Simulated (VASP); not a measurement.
Write the native input for VASP 6.6.1 that does the following.

```yaml
Task: single point
Functional: r2SCAN
Potentials_or_basis: VASP PAW PBE potentials, release 64 (Na_pv, H)
Cutoff: 520 eV
k_mesh: 10 × 10 × 10
Occupations: gaussian, width 0.01 eV
Spin: no spin polarisation
Dipole_correction: no
Further_INCAR_settings: ALGO = Normal; EDIFF = 1e-07; NBANDS = 11
```

Crystal: NaH.

```xyz
2
Lattice="0.0000 2.3704 2.3704 2.3704 0.0000 2.3704 2.3704 2.3704 0.0000" Properties=species:S:1:pos:R:3 pbc="T T T"
Na    0.0000    0.0000    0.0000
H     2.3704    2.3704    2.3704
```

This cell differs from its parent crystal: strain -1.1%.

One way to write it, as run:

POSCAR

```
NaH
1.0
    0.0000000000      2.3704203984      2.3704203984
    2.3704203984      0.0000000000      2.3704203984
    2.3704203984      2.3704203984      0.0000000000
Na H
1 1
Direct
    0.0000000000      0.0000000000      0.0000000000
    0.5000000000      0.5000000000      0.5000000000
```

INCAR.step1

```
PREC = Accurate
ENCUT = 520
ISMEAR = 0
SIGMA = 0.01
LREAL = False
LASPH = True
NELM = 60
NBANDS = 11
GGA = PE
ALGO = Normal
EDIFF = 1E-4
LWAVE = True
LCHARG = False
```

INCAR.step2

```
PREC = Accurate
ENCUT = 520
EDIFF = 1E-7
ISMEAR = 0
SIGMA = 0.01
LREAL = False
LASPH = True
NELM = 60
ALGO = Normal
ISIF = 2
LWAVE = False
LCHARG = False
METAGGA = R2SCAN
LMIXTAU = True
NBANDS = 11
ISTART = 1
```

KPOINTS

```
regular mesh
0
Gamma
  10 10 10
```

Potentials or basis: VASP PAW PBE potentials, release 64 (Na_pv, H).

Command:

```bash
$ cat potpaw_PBE.64/Na_pv/POTCAR potpaw_PBE.64/H/POTCAR > POTCAR
$ cp INCAR.step1 INCAR
$ mpirun -np 1 vasp_std > vasp.out
$ cp INCAR.step2 INCAR
$ mpirun -np 1 vasp_std > vasp.out
```

Results of the run:

| Item | Value |
| --- | --- |
| Pressure | 0.7 GPa |
| Band gap on the k mesh | 4.49 eV, indirect (least direct gap 5.33 eV) |

Caveat: the cell differs from its parent crystal (strain -1.1%); the PAW data sets were made with another functional, which shifts forces and pressure a little.

Run time: 71 s on 1 thread of Intel(R) Xeon(R) Platinum 8259CL CPU @ 2.50GHz (Skylake/Cascade Lake), with other jobs on the host, peak memory 0.16 GiB.
